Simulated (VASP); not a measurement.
Wanted: the native input for a VASP 6.6.1 run.

* Task: relaxation of the atoms
* Functional: PBE
* Potentials or basis: VASP PAW PBE potentials, release 64 (B, As)
* Cutoff: 520 eV
* k mesh: 16 × 16 × 16
* Occupations: fermi-dirac, width 0.02 eV
* Spin: no spin polarisation
* Dipole correction: no
* Further INCAR settings: ALGO = Normal; EDIFF = 1e-06; IBRION = 2; EDIFFG = -0.02; NSW = 80

The structure of BAs lies in POSCAR:

```
BAs
1.0
    0.0000000000      2.3885000000      2.3885000000
    2.3885000000      0.0000000000      2.3885000000
    2.3885000000      2.3885000000      0.0000000000
B As
1 1
Direct
    0.0000000000      0.0000000000      0.0000000000
    0.2500000000      0.2500000000      0.2500000000
```

These files were run (other wordings do the same):

INCAR

```
PREC = Accurate
ENCUT = 520
EDIFF = 1E-6
ISMEAR = -1
SIGMA = 0.02
LREAL = F
LASPH = T
NELM = 100
ALGO = Normal
ISIF = 2
LWAVE = F
LCHARG = F
GGA = PE
IBRION = 2
NSW = 80
EDIFFG = -0.02
```

KPOINTS

```
regular mesh
0
Gamma
  16 16 16
```

Potentials or basis: VASP PAW PBE potentials, release 64 (B, As).

The run is started by

```sh
$ cat potpaw_PBE.64/B/POTCAR potpaw_PBE.64/As/POTCAR > POTCAR
$ mpirun -np 1 vasp_std > vasp.out
```

It gave:

```json
{
  "Pressure after relaxing": "3.4 GPa",
  "Band gap on the k mesh": "1.19 eV, indirect (least direct gap 3.28 eV)"
}
```

Caveat: the relaxation stopped at its first step, so nothing moved.

It took 49 s on 1 thread of AMD EPYC 7R43 64-Core Processor (Zen 3), with other jobs on the host, peak memory 0.15 GiB.
